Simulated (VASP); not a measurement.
MnHg: single point with PBE

MnHg:

```
CELL_PARAMETERS angstrom
3.28800 0.00000 0.00000
0.00000 3.28800 0.00000
0.00000 0.00000 3.31300
ATOMIC_POSITIONS crystal
Mn 0.50000 0.50000 0.50000
Hg 0.00000 0.00000 0.00000
```

```
Program                : VASP 6.6.1
Task                   : single point
Functional             : PBE
Potentials or basis    : VASP PAW PBE potentials, release 64 (Mn_pv, Hg)
Cutoff                 : 520 eV
k mesh                 : 10 × 10 × 10
Occupations            : fermi-dirac, width 0.05 eV
Spin                   : collinear spin, ferromagnetic start
Starting moments       : [4.0, 0.0] μB
Dipole correction      : no
Further INCAR settings : ALGO = Normal; EDIFF = 1e-06; NBANDS = 24
```

```
Pressure                                              : 2.1 GPa
Net moment                                            : 3.86 μB per cell
Site moments                                          : Mn +3.78; Hg -0.06 μB
Valence electrons inside the program's atomic spheres : Mn 11.42; Hg 10.60
```

Levels at points of the mesh, in eV from the Fermi level:
Spin up:
```csv
k point,band 12,band 13,band 14,band 15,band 16,band 17,band 18,band 19
"(0.00, 0.00, 0.00)",-2.04,-2.04,-2.03,4.79,5.01,5.01,8.80,11.24
"(0.50, 0.00, 0.00)",-2.78,-2.75,-2.26,-1.52,10.07,10.27,10.70,11.22
"(0.50, 0.50, 0.00)",-2.06,-1.98,-1.68,-1.68,0.74,3.04,11.78,11.78
"(0.00, 0.00, 0.50)",-2.75,-2.75,-2.25,-1.57,10.20,10.20,10.80,11.35
"(0.50, 0.00, 0.50)",-2.05,-1.99,-1.73,-1.72,0.70,2.97,11.91,11.92
"(0.50, 0.50, 0.50)",-1.98,-1.95,0.51,4.17,4.17,4.22,4.61,4.89
```
Spin down:
| k point | band 9 | band 10 | band 11 | band 12 | band 13 | band 14 |
| --- | --- | --- | --- | --- | --- | --- |
| (0.00, 0.00, 0.00) | -7.10 | 0.28 | 0.30 | 1.48 | 1.48 | 1.49 |
| (0.50, 0.00, 0.00) | -4.99 | -4.52 | -0.08 | 0.37 | 0.42 | 1.28 |
| (0.50, 0.50, 0.00) | -3.48 | -1.44 | -1.44 | 0.50 | 1.30 | 1.30 |
| (0.00, 0.00, 0.50) | -5.07 | -4.55 | -0.09 | 0.41 | 0.41 | 1.30 |
| (0.50, 0.00, 0.50) | -3.55 | -1.49 | -1.48 | 0.46 | 1.31 | 1.32 |
| (0.50, 0.50, 0.50) | -1.64 | -1.64 | -1.64 | 0.38 | 1.90 | 1.92 |

It took 57 s on 1 thread of Intel(R) Xeon(R) 6975P-C (Granite Rapids) (shared host), peak memory 0.28 GiB.

Caveat: spin-orbit coupling is left out, which moves the levels of the heavy elements.
